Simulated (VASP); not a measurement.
# Be (Fm-3m) in VASP: further runs, part 2 of 2

VASP 6.6.1. Earlier steps stand in the parts before.

**5. Single point, LDA**

This run uses another cell than the first one, of 3.90 Å³/atom.

The input, INCAR:

```
  PREC = Accurate
  ENCUT = 600
  EDIFF = 1E-6
  ISMEAR = -1
  SIGMA = 0.05
  LREAL = False
  LASPH = True
  NELM = 120
  ALGO = Normal
  ISIF = 2
  LWAVE = False
  LCHARG = False
  GGA = CA
  ISYM = 0
  NBANDS = 7
  GGA_COMPAT = False
```

The input, KPOINTS:

```
Automatic mesh
0
Gamma
  21 21 21
  0.5 0.5 0.5
```

The input, POSCAR:

```
Be
1.0
    0.0000000000      1.2490967316      1.2490967316
    1.2490967316      0.0000000000      1.2490967316
    1.2490967316      1.2490967316      0.0000000000
Be
1
Direct
    0.0000000000      0.0000000000      0.0000000000
```

Potentials or basis: VASP PAW LDA potentials, release 64 (Be).

Started as:

```console
> cat potpaw_LDA.64/Be/POTCAR > POTCAR
> mpirun -np 1 vasp_std > vasp.out
```

OUTCAR:

```text
PREC = Accurate
   ENCUT = 600
   EDIFF = 1E-6
   ISMEAR = -1
   LREAL = False
   LASPH = True
   NELM = 120
   ISIF = 2
   GGA = CA
   ISYM = 0

 ion  position               nearest neighbor table
   1  0.000  0.000  0.000-

IMPORTANT INFORMATION: All symmetrisations will be switched off!
NOSYMM: (Re-)initialisation of all symmetry stuff for point group C_1.

----------------------------------------------------------------------------------------

                                     Primitive cell

  volume of cell :       3.8978

  direct lattice vectors                    reciprocal lattice vectors
     0.000000000  1.249096732  1.249096732    -0.400289255  0.400289255  0.400289255
     1.249096732  0.000000000  1.249096732     0.400289255 -0.400289255  0.400289255
     1.249096732  1.249096732  0.000000000     0.400289255  0.400289255 -0.400289255

  length of vectors
     1.766489539  1.766489539  1.766489539     0.693321327  0.693321327  0.693321327

  position of ions in fractional coordinates (direct lattice)
     0.000000000  0.000000000  0.000000000

  ion indices of the primitive-cell ions
   primitive index   ion index
                 1           1
[... 115 lines left out ...]
  free energy    TOTEN  =        -2.34071725 eV

  energy without entropy =       -2.34035816  energy(sigma->0) =       -2.34053771

 E-fermi :  14.7847     XC(G=0): -13.2111

 val. band max:       14.7122492229   @ k =  -0.3571   0.2619  -0.3571
 cond. band min:      14.8058941414   @ k =  -0.4048   0.3333  -0.0476
 fundamental gap:      0.0936449185
 Fermi energy:        14.7846804341

 k-point     1 :       0.0238    0.0238    0.0238
  band No.  band energies     occupation
      1      -0.6813      2.00000
      2      47.7486      0.00000
      3      47.9882      0.00000
      4      47.9882      0.00000
      5      59.7352      0.00000
      6      60.4841      0.00000
      7      60.4841      0.00000
[... 221 lines left out ...]
 k-point    24 :       0.0952    0.0000   -0.0238
  band No.  band energies     occupation
      1      -0.3183      2.00000
      2      43.0590      0.00000
      3      46.0900      0.00000
      4      47.6077      0.00000
      5      57.9257      0.00000
      6      61.7539      0.00000
      7      63.4795      0.00000

 [... further k-points ...]
[... 5 lines left out ...]
  --------------------------------------------------------------------------------------
  -------------------------------------------------------------------------------------
  Total        6.2648392      6.2648392      6.2648392     -0.0000000     -0.0000000     -0.0000000
  in kB     2575.1486268   2575.1486284   2575.1486261     -0.0000018     -0.0000052     -0.0000052
  external PRESSURE =    2575.1486271 kB  Pullay stress =       0.0000000 kB

 VOLUME and BASIS-vectors are now :
 -----------------------------------------------------------------------------
  energy-cutoff  :      600.00
  volume of cell :        3.90
      direct lattice vectors                 reciprocal lattice vectors
     0.000000000  1.249096732  1.249096732    -0.400289255  0.400289255  0.400289255
     1.249096732  0.000000000  1.249096732     0.400289255 -0.400289255  0.400289255
     1.249096732  1.249096732  0.000000000     0.400289255  0.400289255 -0.400289255

 POSITION                                       TOTAL-FORCE (eV/Angst)
 -----------------------------------------------------------------------------------
      0.00000      0.00000      0.00000        -0.000000      0.000000     -0.000000
 -----------------------------------------------------------------------------------
    total drift:                               -0.000000      0.000000     -0.000000

  FREE ENERGIE OF THE ION-ELECTRON SYSTEM (eV)
  ---------------------------------------------------
  free  energy   TOTEN  =        -2.3407172491 eV

  energy  without entropy=       -2.3403581642  energy(sigma->0) =       -2.34053771
```

OSZICAR:

```text
N       E                     dE             d eps       ncg     rms          rms(c)
DAV:   1    -0.936194190573E+00   -0.93619E+00   -0.16283E+03307944   0.293E+02
DAV:   2    -0.254541652464E+01   -0.16092E+01   -0.15749E+01345436   0.318E+01
DAV:   3    -0.254608239718E+01   -0.66587E-03   -0.66586E-03307307   0.647E-01
DAV:   4    -0.254608241507E+01   -0.17883E-07   -0.17109E-07374101   0.295E-03
DAV:   5    -0.254608241463E+01    0.43285E-09   -0.41476E-12306649   0.608E-06    0.180E+00
DAV:   6    -0.239667511390E+01    0.14941E+00   -0.98685E-03265258   0.886E-01    0.112E+00
DAV:   7    -0.234141455694E+01    0.55261E-01   -0.12441E-02304234   0.104E+00    0.792E-02
DAV:   8    -0.234072877301E+01    0.68578E-03   -0.11614E-04282758   0.993E-02    0.156E-02
DAV:   9    -0.234071749787E+01    0.11275E-04   -0.51451E-06331912   0.184E-02    0.293E-03
DAV:  10    -0.234071724906E+01    0.24881E-06   -0.63336E-08205268   0.208E-03
   1 F= -.23407172E+01 E0= -.23405377E+01  d E =-.359085E-03
```

It took 6.3 min on 1 thread of Intel Xeon 8259CL, shared host; peak memory 0.65 GiB.

What came out:

| Property | Result |
| --- | --- |
| Free energy | -2.3407 eV |
| Pressure | 257.5 GPa |
| Band gap on the k mesh | zero (bands 1 and 2 overlap by 1.38 eV) |

Caveat: the cell stands under pressure.

**6. Overview**

```tsv
cell	k mesh	gap on the mesh (eV)	pressure (GPa)
a = 2.005 Å, angles 60.0°, 1 atom	21 × 21 × 21	none	58.1
a = 2.137 Å, angles 60.0°, 1 atom	21 × 21 × 21	none	13.3
a = 2.197 Å, angles 60.0°, 1 atom	21 × 21 × 21	none	0.5
a = 1.766 Å, angles 60.0°, 1 atom	21 × 21 × 21, shifted	none	257.5
```

Alike in all rows: task single point; level LDA; potentials or basis VASP PAW LDA potentials, release 64 (Be); no spin polarisation; cutoff (eV) 600; smearing fermi-dirac 0.05 eV.

Caveats: the cell stands under pressure (at least some runs).

Absolute energies hang on the potentials; compare differences alone.

The gap in the log of VASP goes by the Fermi energy; the results here count the filled bands.